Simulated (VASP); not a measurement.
The system is SiC (Moissanite 3C).

```
Si C
1.0
     0.00000    2.18987    2.18987
     2.18987    0.00000    2.18987
     2.18987    2.18987    0.00000
Si C
1 1
Direct
  0.00000 0.00000 0.00000
  0.25000 0.25000 0.25000
```

```yaml
Program: VASP 6.6.1
Task: relaxation of cell and atoms
Functional: LDA
Potentials_or_basis: VASP PAW LDA potentials, release 64 (Si, C)
Cutoff: 600 eV
k_mesh: 10 × 10 × 10
Occupations: fermi-dirac, width 0.02 eV
Spin: no spin polarisation
```

At the start: pressure -7.3 GPa; volume 10.50 Å³/atom.

**Question.** How do energy, volume and symmetry change on relaxing?

**Answer.** Over 3 steps the energy falls by 8.2 meV/atom and the volume is 10.15 Å³/atom (-3.3 %); space group F-43m (No. 216, to 0.05 Å).

The path:
| step | energy change (eV) | largest force (eV/Å) | pressure (GPa) | volume (Å³) |
| --- | --- | --- | --- | --- |
| 1 | 0.0000 | 0.0000 | -7.26 | 21.00 |
| 2 | 0.0025 | 0.0000 | 8.74 | 19.59 |
| 3 | -0.0164 | 0.0000 | -0.05 | 20.31 |

Final structure:
```
Si C
1.0
     0.00000    2.16536    2.16536
     2.16536    0.00000    2.16536
     2.16536    2.16536    0.00000
Si C
1 1
Cartesian
  0.0000 0.0000 0.0000
  1.0827 1.0827 1.0827
```
